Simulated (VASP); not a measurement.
A run of VASP 6.6.1 is set up as follows.

File INCAR:

```
PREC     = Accurate       # precision mode
ENCUT    = 520            # plane-wave cutoff, eV
EDIFF    = 1E-6           # SCF threshold, eV
ISMEAR   = 0              # smearing method
SIGMA    = 0.15           # smearing width, eV
LREAL    = F              # projectors in reciprocal space
LASPH    = T              # aspherical terms in the spheres
NELM     = 100            # most SCF steps
ALGO     = Fast           # electronic algorithm
ISIF     = 2              # what is computed and relaxed
LWAVE    = F              # write WAVECAR
LCHARG   = T              # write CHGCAR
GGA      = PE             # functional
LELF     = T              # ELF
LVHAR    = T            
NBANDS   = 7              # bands
```

File KPOINTS:

```
Automatic mesh
0
Gamma
  18 18 18
```

POSCAR

```
Mg
1.0
   -1.7927500000      1.7927500000      1.5685000000
    1.7927500000     -1.7927500000      1.5685000000
    1.7927500000      1.7927500000     -1.5685000000
Mg
1
Direct
    0.0000000000      0.0000000000      0.0000000000
```

Potentials or basis: VASP PAW PBE potentials, release 64 (Mg).

The run is started by

```console
$ cat potpaw_PBE.64/Mg/POTCAR > POTCAR
$ mpirun -np 1 vasp_std > vasp.out
```

(1) What does it give for the band gap on the k mesh?

(2) What does it give for the pressure?

Results:

(1) zero (bands 1 and 2 overlap by 4.78 eV).

(2) 6.1 GPa.

Caveat: the cell stands under pressure.
